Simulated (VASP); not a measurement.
# SnBr2: single point with PBEsol

The system is SnBr2, a slab with vacuum.

```xyz
24
Lattice="9.9659 0.0000 0.0000 0.0000 8.8518 0.0000 0.0000 0.0000 18.9593" Properties=species:S:1:pos:R:3 pbc="T T T"
Sn    0.0000    0.0000    1.0000
Sn    4.9830    2.2130    1.0000
Sn    4.9830    0.0000    6.3292
Sn    0.0000    2.2130    6.0859
Sn    0.0000    4.4259    1.0000
Sn    4.9830    6.6389    1.0000
Sn    4.9830    4.4259    6.3292
Sn    0.0000    6.6389    6.0859
Br    0.0000    0.0000    3.5879
Br    4.9830    0.0000    2.6133
Br    7.9593    2.2130    1.0000
Br    2.0066    2.2130    1.0000
Br    4.9830    0.0000    8.8385
Br    0.0000    0.0000    7.7292
Br    2.9358    2.2130    6.1919
Br    7.0302    2.2130    6.1919
Br    0.0000    4.4259    3.5879
Br    4.9830    4.4259    2.6133
Br    7.9593    6.6389    1.0000
Br    2.0066    6.6389    1.0000
Br    4.9830    4.4259    8.8385
Br    0.0000    4.4259    7.7292
Br    2.9358    6.6389    6.1919
Br    7.0302    6.6389    6.1919
```

```
Program             : VASP 6.6.1
Task                : single point
Functional          : PBEsol
Potentials or basis : VASP PAW PBE potentials, release 64 (Sn_d, Br)
Cutoff              : 520 eV
k mesh              : 1 × 1 × 1
Occupations         : fermi-dirac, width 0.05 eV
Spin                : no spin polarisation
```

The largest force is 0.107 eV/Å.

Forces on the atoms (eV/Å):
```
Sn   0.000  0.000  0.020
Sn   0.000  0.000 -0.070
Sn   0.000  0.000 -0.034
Sn   0.000  0.000 -0.065
Sn   0.000  0.000  0.020
Sn   0.000  0.000 -0.070
Sn   0.000  0.000 -0.034
Sn   0.000  0.000 -0.065
Br   0.000  0.000 -0.009
Br   0.000  0.000  0.023
Br  -0.103  0.000  0.026
Br   0.103  0.000  0.026
Br   0.000  0.000  0.073
Br   0.000  0.000  0.037
Br   0.019  0.000 -0.013
Br  -0.019  0.000 -0.013
Br   0.000  0.000 -0.009
Br   0.000  0.000  0.023
Br  -0.103  0.000  0.026
Br   0.103  0.000  0.026
Br   0.000  0.000  0.073
Br   0.000  0.000  0.037
Br   0.019  0.000 -0.013
Br  -0.019  0.000 -0.013
```

Levels at points of the mesh, in eV from the Fermi level:
| k point | band 108 | band 109 | band 110 | band 111 | band 112 | band 113 | band 114 | band 115 | band 116 | band 117 |
| --- | --- | --- | --- | --- | --- | --- | --- | --- | --- | --- |
| (0.00, 0.00, 0.00) | -0.88 | -0.74 | -0.59 | -0.37 | -0.15 | 0.15 | 1.10 | 1.61 | 1.72 | 2.03 |

Wall time 19 min on 1 thread of Oxide Virtual Turin-like Processor, on a shared host, peak memory 1.4 GiB.

Caveat: the k points lie up to 0.71 Å⁻¹ apart; the PAW data sets were made with another functional, which shifts forces and pressure a little; spin-orbit coupling is left out, which moves the levels of the heavy elements.
